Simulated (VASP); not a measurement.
Here is a VASP 6.6.1 calculation.

File INCAR:

```
PREC = Accurate ; ENCUT = 520
EDIFF = 1E-7 ; ISMEAR = 0
SIGMA = 0.05 ; LREAL = F
LASPH = T ; NELM = 80
ALGO = Normal ; ISIF = 2
LWAVE = F ; LCHARG = T
GGA = PE ; LELF = T
LVHAR = T ; NBANDS = 24
```

The input KPOINTS:

```
Automatic mesh
0
Gamma
  6 6 6
```

File POSCAR:

```
KMgF3
1.0
    3.9859000000      0.0000000000      0.0000000000
    0.0000000000      3.9859000000      0.0000000000
    0.0000000000      0.0000000000      3.9859000000
K Mg F
1 1 3
Direct
    0.5000000000      0.5000000000      0.5000000000
    0.0000000000      0.0000000000     -0.0250884367
    0.5000000000      0.0000000000      0.0000000000
    0.0000000000      0.5000000000      0.0000000000
    0.0000000000      0.0000000000      0.5000000000
```

Potentials or basis: VASP PAW PBE potentials, release 64 (K_sv, Mg, F).

Command:

```console
$ cat potpaw_PBE.64/K_sv/POTCAR potpaw_PBE.64/Mg/POTCAR potpaw_PBE.64/F/POTCAR > POTCAR
$ mpirun -np 1 vasp_std > vasp.out
```

Question: What does it give for the band gap on the k mesh?

Answer: 7.29 eV, indirect (least direct gap 7.63 eV).

Question: Estimate the pressure.

Answer: 3.8 GPa.

Question: Estimate the largest force.

Answer: 1.018 eV/Å.

Stress tensor (GPa, compression positive):
```
3.31 0.00 0.00
0.00 3.31 0.00
0.00 0.00 4.70
```

Caveat: the cell differs from its parent crystal (all Mg atoms moved -0.100 Å, as atom 2 along Cartesian [0 0 1]); forces of over 1 eV/Å act on the atoms, so gaps and moduli don't describe the material at rest. A k mesh can miss the band edges.
